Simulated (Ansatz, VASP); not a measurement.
**One calculation of TiB2, two programs**

```xyz
3
Lattice="3.0595 0.0000 0.0000 -1.5297 2.6496 0.0000 0.0000 0.0000 3.2284" Properties=species:S:1:pos:R:3 pbc="T T T"
Ti    0.0000    0.0000    0.0000
B     0.0000    1.7664    1.6142
B     1.5297    0.8832    1.6142
```

Change from the starting cell: equal xx and yy strain of +1 %.

Alike in both runs: task single point; functional PBE; k mesh 15 × 15 × 13; occupations fermi-dirac, width 0.08 eV; no spin polarisation.

|  | VASP | Ansatz |
| --- | --- | --- |
| version | VASP 6.6.1 | Ansatz 0.2.0 |
| potentials or method | VASP PAW PBE potentials, release 64 (Ti_sv, B), cutoff 520 eV | all-electron LAPW, scalar-relativistic |

|  | VASP | Ansatz | Ansatz less VASP |
| --- | --- | --- | --- |
| pressure (GPa) | -4.8 | -5.0 | -0.16 |
| traceless stress, the component that is largest in VASP (GPa) | 2.64 | 2.65 | +0.017 |

Ansatz ran all-electron here, and VASP with PAW potentials.
